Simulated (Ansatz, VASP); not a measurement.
## Au: VASP beside Ansatz

File INCAR:

```
ALGO = Normal
EDIFF = 1E-7
ENCUT = 520
GGA = PS
ISIF = 2
ISMEAR = -1
LASPH = True
LCHARG = False
LREAL = False
LWAVE = False
NBANDS = 18
NELM = 80
PREC = Accurate
SIGMA = 0.05
```

KPOINTS

```
k-points
0
Gamma
  12 12 6
```

POSCAR

```
Au
1.0
    2.9469569625      0.0000000000      0.0000000000
   -1.4734784812      2.5521395934      0.0000000000
    0.0000000000      0.0000000000      4.7740702792
Au
2
Direct
    0.2533333333      0.6266666667      0.1900000000
    0.7466666667      0.3733333333      0.8100000000
```

Input for Ansatz:

```yaml
crystal:
  lattice:
    - [2.9469569625, 0.0, 0.0]
    - [-1.4734784812, 2.5521395934, 0.0]
    - [0.0, 0.0, 4.7740702792]
  atoms:
    - { symbol: Au, position: [0.2533333333, 0.6266666667, 0.19] }
    - { symbol: Au, position: [0.7466666667, 0.3733333333, 0.81] }
kpoints:
  mp_grid: { grid: [12, 12, 6] }
scf:
  occupations: { method: fermi_dirac, width: 0.05 }
hamiltonian:
  xc: pbesol
  pseudopotentials: { kind: all_electron, lapw: { basis_error: 0.001 } }
output:
  forces: true
  stress: true
  eigenvalues: true
  populations: true
```

Change from the starting cell: shortest bond scaled by 0.76, LAPW.

Alike in both runs: task single point; functional PBEsol; k mesh 12 × 12 × 6; occupations fermi-dirac, width 0.05 eV; no spin polarisation.

|  | VASP | Ansatz |
| --- | --- | --- |
| version | VASP 6.6.1 | Ansatz 0.2.0 |
| potentials or method | VASP PAW PBE potentials, release 64 (Au), cutoff 520 eV | all-electron LAPW, scalar-relativistic |

Ansatz gave:

| Quantity | Value |
| --- | --- |
| pressure (GPa) | 32.6 |
| traceless stress, the component that is largest in VASP (GPa) | 28.38 |
| rms of the force components (eV/Å) | 5.799 |

Q: Estimate VASP's values.

A: Pressure (GPa): 32.2; traceless stress, the component that is largest in VASP (GPa): 28.01; rms of the force components (eV/Å): 5.741.

VASP's potentials were made for PBE, not for PBEsol. Atom by atom the forces differ by 0.059 eV/Å (rms over components). Both programs put the cell under a high pressure, so it lies far from rest at this level. Ansatz ran all-electron here, and VASP with PAW potentials.

Spin-orbit coupling is off throughout.
